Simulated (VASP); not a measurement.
A run of VASP 6.6.1 is set up as follows.

Contents of INCAR:

```
PREC     = Accurate       # precision mode
ENCUT    = 520            # plane-wave cutoff, eV
EDIFF    = 1E-7           # SCF threshold, eV
ISMEAR   = -1             # smearing method
SIGMA    = 0.02           # smearing width, eV
LREAL    = F              # projectors in reciprocal space
LASPH    = T              # aspherical terms in the spheres
NELM     = 100            # most SCF steps
ALGO     = Normal         # electronic algorithm
ISIF     = 2              # what is computed and relaxed
LWAVE    = F              # write WAVECAR
LCHARG   = F              # write CHGCAR
GGA      = PE             # functional
NBANDS   = 15             # bands
```

KPOINTS

```
regular mesh
0
Gamma
  8 8 8
```

The input POSCAR:

```
BaS
1.0
    0.0000000000      3.2143926808      3.2143926808
    3.2143926808      0.0000000000      3.2143926808
    3.2143926808      3.2143926808      0.0000000000
Ba S
1 1
Direct
    0.0000000000      0.0000000000      0.0000000000
    0.5000000000      0.5000000000      0.5000000000
```

Potentials or basis: VASP PAW PBE potentials, release 64 (Ba_sv, S).

Run with:

```sh
$ cat potpaw_PBE.64/Ba_sv/POTCAR potpaw_PBE.64/S/POTCAR > POTCAR
$ mpirun -np 1 vasp_std > vasp.out
```

**Question.** What does it give for the band gap on the k mesh?

**Answer.** 2.14 eV (least direct gap 2.29 eV).

**Question.** Predict the pressure.

**Answer.** 0.5 GPa.

Caveat: spin-orbit coupling is left out, which moves the levels of the heavy elements. A k mesh can miss the band edges.
